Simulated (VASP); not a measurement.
# H4CO in VASP: a series of runs

The runs below take H4CO through single point, with PBE+D3(BJ).

Everything below comes from runs of VASP 6.6.1. Logs are shortened: lines on timing, memory, paths and dates and some standing lists are left out, and cuts for length are marked.

## (1) The cell of the first run

The cell holds a disordered packing, 36 atoms: a = 7.380 Å, b = 7.380 Å, c = 7.380 Å, α = 90.00°, β = 90.00°, γ = 90.00°.

## (2) Single point, PBE+D3(BJ)

INCAR reads:

```
SYSTEM = H4CO
  PREC = Accurate
  ENCUT = 520
  EDIFF = 1E-6
  ISMEAR = -1
  SIGMA = 0.05
  LREAL = Auto
  LASPH = .TRUE.
  NELM = 120
  ALGO = Normal
  ISIF = 2
  LWAVE = .FALSE.
  LCHARG = .TRUE.
  GGA = PE
  IVDW = 12
  LELF = .TRUE.
  LVHAR = .TRUE.
  NBANDS = 66
  GGA_COMPAT = .FALSE.
```

KPOINTS reads:

```
Automatic mesh
0
G
  1 1 1
  0 0 0
```

POSCAR reads:

```
H4CO
1.0
    7.3803230000      0.0000000000      0.0000000000
    0.0000000000      7.3803230000      0.0000000000
    0.0000000000      0.0000000000      7.3803230000
C O H
6 6 24
Direct
    0.9898208556      0.0457686039      0.7577519161
    0.9086214918      0.1738115139      0.3043373625
    0.6124543477      0.7189861710      0.7766069179
    0.5597258351      0.5600140063      0.2552607489
    0.4848469737      0.2139014283      0.8403631839
    0.1317139494      0.6108126081      0.4897323635
    0.9109586540      0.1732596936      0.8778135519
    0.9913249956      0.0080949749      0.2472788327
    0.4409516461      0.8074069768      0.7587729855
    0.4178782999      0.4673561112      0.1627175254
    0.5424982682      0.1075323350      0.9920887718
    0.1954130692      0.4743402182      0.6110258302
    1.1265374323      0.0936185335      0.7230926052
    0.7984650576      0.1227854335      0.9258003472
    1.0007082276     -0.0906117731      0.8184603521
    0.9121864152      0.0360794943      0.6296852467
    0.8837415232      0.2530602010      0.1811739050
    1.0191972016     -0.0612393186      0.3561345002
    0.7771371687      0.1498013533      0.3723385435
    0.9964622001      0.2535586711      0.3947945126
    0.5846238595      0.5764353484      0.8065795319
    0.4610789337      0.9222776118      0.6968529989
    0.6919119537      0.7271977587      0.6504366212
    0.6930003793      0.7764932427      0.8885484635
    0.5439680780      0.7049709675      0.2246859333
    0.4372926944      0.3377409916      0.1784860644
    0.5509591008      0.5415561147      0.4032073182
    0.6951054818      0.5173731531      0.2083016347
    0.5508174238      0.3458681975      0.8535503656
    0.4809984695     -0.0092148813      0.9815453350
    0.5295161695      0.1569046020      0.7088703419
    0.3377037486      0.2341933412      0.8392234836
    0.1484858430      0.5576649167      0.3519250009
    0.1873127256      0.5216329921      0.7335480684
   -0.0130806054      0.6427124469      0.5128259727
    0.2126390314      0.7361547603      0.5017801633
```

Potentials or basis: VASP PAW PBE potentials, release 64 (C, O, H).

The run is started by

```bash
cat potpaw_PBE.64/C/POTCAR potpaw_PBE.64/O/POTCAR potpaw_PBE.64/H/POTCAR > POTCAR
mpirun -np 1 vasp_gam > vasp.out
```

OUTCAR:

```text
SYSTEM = H4CO
   PREC = Accurate
   ENCUT = 520
   EDIFF = 1E-6
   ISMEAR = -1
   LREAL = Auto
   LASPH = .TRUE.
   NELM = 120
   ISIF = 2
   GGA = PE
   IVDW = 12
 IVDW          = 12

 ion  position               nearest neighbor table
   1  0.990  0.046  0.758-  13 1.10  15 1.10  16 1.11   7 1.42
   2  0.909  0.174  0.304-  17 1.10  20 1.10  19 1.11   8 1.43
   3  0.612  0.719  0.777-  21 1.09  23 1.10  24 1.10   9 1.43
   4  0.560  0.560  0.255-  25 1.10  27 1.10  28 1.10  10 1.42
   5  0.485  0.214  0.840-  29 1.09  32 1.10  31 1.11  11 1.43
   6  0.132  0.611  0.490-  33 1.10  36 1.10  35 1.11  12 1.43
   7  0.911  0.173  0.878-  14 0.98   1 1.42
   8  0.991  0.008  0.247-  18 0.97   2 1.43
   9  0.441  0.807  0.759-  22 0.97   3 1.43
  10  0.418  0.467  0.163-  26 0.97   4 1.42
  11  0.542  0.108  0.992-  30 0.98   5 1.43
  12  0.195  0.474  0.611-  34 0.97   6 1.43
  13  0.127  0.094  0.723-   1 1.10
  14  0.798  0.123  0.926-   7 0.98
  15  0.001  0.909  0.818-   1 1.10
  16  0.912  0.036  0.630-   1 1.11
  17  0.884  0.253  0.181-   2 1.10
[... 17 lines left out ...]
  35  0.987  0.643  0.513-   6 1.11
  36  0.213  0.736  0.502-   6 1.10

  LATTYP: Found a simple cubic cell.
 ALAT       =     7.3803230000

  Lattice vectors:

 A1 = (   7.3803230000,   0.0000000000,   0.0000000000)
 A2 = (   0.0000000000,   7.3803230000,   0.0000000000)
 A3 = (   0.0000000000,   0.0000000000,   7.3803230000)

Analysis of symmetry for initial positions (statically):
=====================================================================
 Subroutine PRICEL returns:
 Original cell was already a primitive cell.

 Routine SETGRP: Setting up the symmetry group for a
 simple cubic supercell.

 Subroutine GETGRP returns: Found  1 space group operations
 (whereof  1 operations were pure point group operations)
 out of a pool of 48 trial point group operations.

The static configuration has the point symmetry C_1 .

Analysis of symmetry for dynamics (positions and initial velocities):
=====================================================================
 Subroutine PRICEL returns:
 Original cell was already a primitive cell.

 Routine SETGRP: Setting up the symmetry group for a
 simple cubic supercell.

 Subroutine GETGRP returns: Found  1 space group operations
 (whereof  1 operations were pure point group operations)
 out of a pool of 48 trial point group operations.

[... 147 lines left out ...]
   NSW    =      0    number of steps for IOM
   IBRION =     -1    ionic relax: 0-MD 1-quasi-New 2-CG
   NFREE  =      0    steps in history (QN), initial steepest desc. (CG)
   ISIF   =      2    stress and relaxation
   ISYM   =      2    0-nonsym 1-usesym 2-fastsym
   POTIM  = 0.5000    time-step for ionic-motion
   TEBEG  =    0.0;   TEEND  =   0.0 temperature during run
   PSTRESS=    0.0 pullay stress
   NELECT =      84.0000    total number of electrons
   NUPDOWN=      -1.0000    fix difference up-down
   EMIN   =  10.00;   EMAX   =-10.00  energy-range for DOS
   EFERMI =   0.00;   METHOD = LEGACY
   ISMEAR =    -1;   SIGMA  =   0.05  broadening in eV -4-tet -1-fermi 0-gaus
   EFERMI_NEDOS =   21; number of points for ismear=-14 and -15
   IALGO  =     38    algorithm
   IMIX   =      4    mixing-type and parameters
     AMIX     =   0.40;   BMIX     =  1.00
     AMIX_MAG =   1.60;   BMIX_MAG =  1.00
  volume/ion in A,a.u.               =      11.17        75.36
  Fermi-wavevector in a.u.,A,eV,Ry     =   0.971462  1.835797 12.840345  0.943739
  Thomas-Fermi vector in A             =   2.101681
   LORBIT       =      0    0 simple, 1 ext, 2 COOP (PROOUT), +10 PAW based schemes
   GGA     = PE    functional components
   LHFCALC =     F    Hartree Fock is set to
   AEXX    =    0.0000 exact exchange contribution
   IVDW    =    12    specifies the selected vdW correction
   LEPSILON=     F    determine dielectric tensor
   LRPA    =     F    only Hartree local field effects (RPA)
 non-spin polarized calculation
  energy-cutoff  :      520.00
  volume of cell :      402.00
 maximum number of plane-waves:      5414
 NGX is ok and might be reduce to    54
   NGX = 27   NGY = 27   NGZ = 27

 number of electron      83.9999997 magnetization

 Free energy of the ion-electron system (eV)
  ---------------------------------------------------
  ext. energy  EPLUGINS =         0.00000000
  ---------------------------------------------------
  free energy    TOTEN  =      -181.87644791 eV

  energy without entropy =     -181.87644791  energy(sigma->0) =     -181.87644791

 E-fermi :  -1.8288     XC(G=0):  -6.3623

 val. band max:       -3.0746773490   @ k =   0.0000   0.0000   0.0000
 cond. band min:       1.5207299177   @ k =   0.0000   0.0000   0.0000
 fundamental gap:      4.5954072667
 Fermi energy:        -1.8287991391

 k-point     1 :       0.0000    0.0000    0.0000
  band No.  band energies     occupation
      1     -23.2607      2.00000
      2     -22.9480      2.00000
      3     -22.4143      2.00000
      4     -22.3779      2.00000
      5     -22.2983      2.00000
      6     -22.1521      2.00000
[... 46 lines left out ...]
     53       4.9622      0.00000
     54       5.0130      0.00000
 [bands above 54 left out]

------------------------ aborting loop because EDIFF is reached ----------------------------------------

 Edisp (eV)   -1.23079

 E8    (eV) :    -0.2668

  FORCE on cell =-STRESS in cart. coord.  units (eV):
  Direction    XX          YY          ZZ          XY          YZ          ZX
  --------------------------------------------------------------------------------------
  -------------------------------------------------------------------------------------
  Total      -0.52726     0.69583    -0.08860     0.08952     0.18690     0.53270
  in kB      -2.10139     2.77324    -0.35311     0.35679     0.74487     2.12309
  external pressure =        0.11 kB  Pullay stress =        0.00 kB

 VOLUME and BASIS-vectors are now :
 -----------------------------------------------------------------------------
  energy-cutoff  :      520.00
  volume of cell :      402.00
      direct lattice vectors                 reciprocal lattice vectors
     7.380323000  0.000000000  0.000000000     0.135495425  0.000000000  0.000000000
     0.000000000  7.380323000  0.000000000     0.000000000  0.135495425  0.000000000
     0.000000000  0.000000000  7.380323000     0.000000000  0.000000000  0.135495425

 POSITION                                       TOTAL-FORCE (eV/Angst)
 -----------------------------------------------------------------------------------
      7.30520      0.33779      5.59245         0.009140     -0.109552      0.043449
      6.70592      1.28279      2.24611        -0.120867      0.184187      0.002269
      4.52011      5.30635      5.73161         0.228452     -0.039467     -0.036408
      4.13096      4.13308      1.88391         0.090787      0.111629      0.067661
      3.57833      1.57866      6.20215        -0.055160      0.197749     -0.149904
      0.97209      4.50799      3.61438        -0.035108      0.065962     -0.093238
[... 28 lines left out ...]
      7.28378      4.74343      3.78482         0.044611     -0.021149     -0.018599
      1.56934      5.43306      3.70330        -0.031101     -0.013296      0.020803
 -----------------------------------------------------------------------------------
    total drift:                                0.004911     -0.009870      0.034730

  FREE ENERGIE OF THE ION-ELECTRON SYSTEM (eV)
  ---------------------------------------------------
  free  energy   TOTEN  =      -183.1072361955 eV

  energy  without entropy=     -183.1072361954  energy(sigma->0) =     -183.10723620
```

OSZICAR:

```text
N       E                     dE             d eps       ncg     rms          rms(c)
DAV:   1     0.634240190922E+03    0.63424E+03   -0.41952E+04   132   0.114E+03
DAV:   2    -0.116992397003E+03   -0.75123E+03   -0.72013E+03   176   0.267E+02
DAV:   3    -0.197092831185E+03   -0.80100E+02   -0.79476E+02   160   0.940E+01
DAV:   4    -0.198944873474E+03   -0.18520E+01   -0.18461E+01   168   0.160E+01
DAV:   5    -0.198984732374E+03   -0.39859E-01   -0.39783E-01   176   0.221E+00    0.238E+01
DAV:   6    -0.184263683835E+03    0.14721E+02   -0.29343E+01   168   0.189E+01    0.114E+01
DAV:   7    -0.182259993342E+03    0.20037E+01   -0.31508E+00   168   0.640E+00    0.585E+00
DAV:   8    -0.181887204415E+03    0.37279E+00   -0.12326E+00   168   0.528E+00    0.121E+00
DAV:   9    -0.181867114784E+03    0.20090E-01   -0.23633E-01   160   0.248E+00    0.642E-01
DAV:  10    -0.181875399645E+03   -0.82849E-02   -0.61627E-02   152   0.876E-01    0.355E-01
DAV:  11    -0.181874375904E+03    0.10237E-02   -0.11611E-02   168   0.516E-01    0.174E-01
DAV:  12    -0.181876391046E+03   -0.20151E-02   -0.50027E-03   144   0.304E-01    0.582E-02
DAV:  13    -0.181876436334E+03   -0.45288E-04   -0.45561E-04   160   0.966E-02    0.370E-02
DAV:  14    -0.181876448934E+03   -0.12600E-04   -0.13523E-04   144   0.505E-02    0.154E-02
DAV:  15    -0.181876448056E+03    0.87812E-06   -0.29879E-05   160   0.304E-02    0.725E-03
DAV:  16    -0.181876447908E+03    0.14787E-06   -0.81324E-06   160   0.147E-02
   1 F= -.18310724E+03 E0= -.18310724E+03  d E =-.485180E-10
```

Run time: 44 s. Hardware: 1 thread of AMD EPYC 7R43 (Zen 3), shared host; peak memory 0.36 GiB.

What came out:

```yaml
Free_energy: -183.1072 eV
Pressure: 0.0 GPa
Largest_force: 0.287 eV/Å
Band_gap_on_the_k_mesh: 4.60 eV
Dispersion_energy_per_atom: -0.034 eV
```

Forces on the atoms (eV/Å):
```
C    0.009 -0.110  0.043
C   -0.121  0.184  0.002
C    0.228 -0.039 -0.036
C    0.091  0.112  0.068
C   -0.055  0.198 -0.150
C   -0.035  0.066 -0.093
O    0.198  0.155 -0.138
O    0.044 -0.129  0.055
O   -0.121  0.122  0.084
O   -0.083 -0.017 -0.052
O    0.107  0.020  0.050
O    0.019 -0.089 -0.057
H   -0.125 -0.012  0.029
H   -0.157 -0.101  0.132
H    0.036  0.071  0.001
H   -0.016 -0.033 -0.023
H    0.059 -0.048  0.014
H    0.020 -0.004 -0.063
H    0.023  0.016 -0.004
H    0.012 -0.063  0.057
H   -0.007  0.038  0.013
H   -0.066 -0.023 -0.052
H   -0.019 -0.044  0.043
H    0.016 -0.020 -0.029
H    0.003 -0.006  0.030
H    0.000 -0.098 -0.074
H   -0.005 -0.018  0.002
H   -0.005  0.012  0.010
H   -0.011 -0.027 -0.014
H   -0.071 -0.146  0.003
H    0.004  0.002  0.017
H   -0.007 -0.003 -0.001
H   -0.008  0.016  0.032
H    0.027  0.053  0.098
H    0.045 -0.021 -0.019
H   -0.031 -0.013  0.021
```

Stress tensor (GPa, compression positive):
```
-0.21  0.04  0.21
 0.04  0.28  0.07
 0.21  0.07 -0.04
```

Caveat: the k points lie up to 0.85 Å⁻¹ apart.

(Part 1 of 2 ends here.)
